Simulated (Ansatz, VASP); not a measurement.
**One calculation of Ta, two programs**

```
CELL_PARAMETERS angstrom
-1.67425 1.63293 1.67261
1.64755 -1.63997 1.65296
1.68812 1.65383 -1.67965
ATOMIC_POSITIONS crystal
Ta 0.00000 0.00000 0.00000
```

Alike in both runs: task single point; functional PBE; k mesh 8 × 8 × 8; no spin polarisation.

|  | VASP | Ansatz |
| --- | --- | --- |
| version | VASP 6.6.1 | Ansatz 0.2.0 |
| potentials or method | VASP PAW PBE potentials, release 64 (Ta_pv), cutoff 500 eV | plane waves, PAW |
| occupations | fermi-dirac, width 0.1 eV | fermi-dirac |
| valence electrons in the cell | 11 | 13 |

|  | VASP | Ansatz | Ansatz less VASP |
| --- | --- | --- | --- |
| pressure (GPa) | -0.6 | -0.7 | -0.09 |
| traceless stress, the component that is largest in VASP (GPa) | 1.34 | 1.34 | -0.004 |

VASP's potentials hold 11 valence electrons a cell and Ansatz's 13, so a difference there can come from the potentials and not from the codes. Ansatz's warnings: stress scf threshold loose.

Neither program's run includes spin-orbit coupling.
